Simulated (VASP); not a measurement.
Write the native input for VASP 6.6.1 that does the following.

| Item | Value |
| --- | --- |
| Task | single point |
| Functional | PBE |
| Dispersion | D3(BJ) |
| Potentials or basis | VASP PAW PBE potentials, release 64 (Sn_d, O) |
| Cutoff | 520 eV |
| k mesh | 10 × 10 × 8 |
| Occupations | gaussian, width 0.05 eV |
| Spin | no spin polarisation |
| Dipole correction | no |
| Further INCAR settings | ALGO = Normal; EDIFF = 1e-07; NBANDS = 28 |

The structure of SnO (Romarchite) lies in POSCAR:

```
SnO
1.0
    3.7986000000      0.0000000000      0.0000000000
    0.0000000000      3.7986000000      0.0000000000
    0.0000000000      0.0000000000      4.8408000000
Sn O
2 2
Direct
    0.5000000000      0.0000000000      0.2424505333
    0.0000000000      0.5000000000      0.7575494667
    0.0000000000      0.0000000000      0.0000000000
    0.5000000000      0.5000000000      0.0000000000
```

The input as run:

INCAR

```
  ALGO = Normal
  EDIFF = 1E-7
  ENCUT = 520
  GGA = PE
  ISIF = 2
  ISMEAR = 0
  IVDW = 12
  LASPH = True
  LCHARG = False
  LREAL = False
  LWAVE = False
  NBANDS = 28
  NELM = 80
  PREC = Accurate
  SIGMA = 0.05
```

KPOINTS

```
k-points
0
Gamma
  10 10 8
```

Potentials or basis: VASP PAW PBE potentials, release 64 (Sn_d, O).

Run with:

```sh
$ cat potpaw_PBE.64/Sn_d/POTCAR potpaw_PBE.64/O/POTCAR > POTCAR
$ mpirun -np 1 vasp_std > vasp.out
```

It gave:

```yaml
Pressure: 1.2 GPa
Largest_force: 0.083 eV/Å
Band_gap_on_the_k_mesh: zero (band 20 reaches 7.27 eV, above the bottom of band 21 at 7.15 eV)
Dispersion_energy_per_atom: -0.236 eV
```

Caveat: spin-orbit coupling is left out, which moves the levels of the heavy elements; pairwise dispersion overbinds metals, which lowers pressure and volume.

Wall time 2.3 min on 1 thread of AMD EPYC 7R43 64-Core Processor (Zen 3), with other jobs on the host, peak memory 0.26 GiB.
